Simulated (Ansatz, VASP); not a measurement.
## Zr: VASP beside Ansatz

```
Zr
1.0
     3.19545    0.00000    0.00000
    -1.59773    2.76734    0.00000
     0.00000    0.00000    5.10232
Zr
2
Cartesian
  0.0000 1.8449 1.2756
  1.5977 0.9224 3.8267
```

Change from the starting cell: volume scaled by 0.96.

Alike in both runs: task single point; functional PBE; k mesh 12 × 12 × 7; occupations fermi-dirac, width 0.05 eV; no spin polarisation.

```csv
,VASP,Ansatz
version,VASP 6.6.1,Ansatz 0.2.0
potentials or method,"VASP PAW PBE potentials, release 64 (Zr_sv), cutoff 520 eV","all-electron LAPW, scalar-relativistic"
```

```csv
,VASP,Ansatz,Ansatz less VASP
pressure (GPa),3.7,3.7,+0.01
"traceless stress, the component that is largest in VASP (GPa)",0.41,0.41,+0.002
```

Ansatz ran all-electron here, and VASP with PAW potentials.
